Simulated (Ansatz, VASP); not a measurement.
# Bi in VASP and in Ansatz

```
Bi
1.0
     3.55702   -3.19402    0.00000
     3.55702    3.19402    0.00000
    -1.28495    0.00000    3.17462
Bi
2
Direct
  0.75306 0.75306 0.85738
  0.24694 0.24694 0.14262
```

Alike in both runs: task single point; functional r2SCAN; k mesh 6 × 6 × 9; occupations fermi-dirac, width 0.05 eV; no spin polarisation.

|  | VASP | Ansatz |
| --- | --- | --- |
| version | VASP 6.6.1 | Ansatz 0.2.0 |
| potentials or method | VASP PAW PBE potentials, release 64 (Bi_d) | Ansatz PAW |
| plane-wave cutoff (eV) | 520 | 500 |
| valence electrons in the cell | 30 | 30 |

|  | VASP | Ansatz | Ansatz less VASP |
| --- | --- | --- | --- |
| gap on the k mesh at the Fermi level (eV) | none | none | - |
| pressure (GPa) | -3.3 | -3.3 | +0.05 |
| traceless stress, the component that is largest in VASP (GPa) | -0.59 | -0.58 | +0.002 |
| rms of the force components (eV/Å) | 0.129 | 0.130 | +0.0009 |

VASP's potentials were made for PBE, not for r2SCAN. Atom by atom the forces differ by 0.001 eV/Å (rms over components). A gap of «none» marks a metal or a gap that the smearing closes.

Neither program's run includes spin-orbit coupling.
